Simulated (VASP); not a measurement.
Input of a VASP 6.6.1 run:

INCAR

```
SYSTEM = AlC3
PREC     = Accurate       ! precision mode
ENCUT    = 520            ! plane-wave cutoff, eV
EDIFF    = 1E-6           ! SCF threshold, eV
ISMEAR   = 1              ! smearing method
SIGMA    = 0.15           ! smearing width, eV
LREAL    = .False.        ! projectors in reciprocal space
LASPH    = .True.         ! aspherical terms in the spheres
NELM     = 80             ! most SCF steps
ALGO     = Normal         ! electronic algorithm
ISIF     = 2              ! what is computed and relaxed
LWAVE    = .False.        ! write WAVECAR
LCHARG   = .True.         ! write CHGCAR
GGA      = RP             ! functional
LELF     = .True.         ! ELF
LVHAR    = .True.       
NBANDS   = 16             ! bands
```

KPOINTS

```
Automatic mesh
0
Gamma
  8 8 8
  0 0 0
```

The input POSCAR:

```
AlC3
1.0
    3.2079290000      0.0000000000      0.0000000000
    0.0000000000      3.2079290000      0.0000000000
    0.0000000000      0.0000000000      3.2079290000
Al C
1 3
Direct
    0.0000000000      0.0000000000      0.0000000000
    0.0000000000      0.5000000000      0.5000000000
    0.5000000000      0.0000000000      0.5000000000
    0.5000000000      0.5000000000      0.0000000000
```

Potentials or basis: VASP PAW PBE potentials, release 64 (Al, C).

The run is started by

```sh
$ cat potpaw_PBE.64/Al/POTCAR potpaw_PBE.64/C/POTCAR > POTCAR
$ mpirun -np 1 vasp_std > vasp.out
```

Predict the pressure.

3.6 GPa.

Caveat: the PAW data sets were made with another functional, which shifts forces and pressure a little.
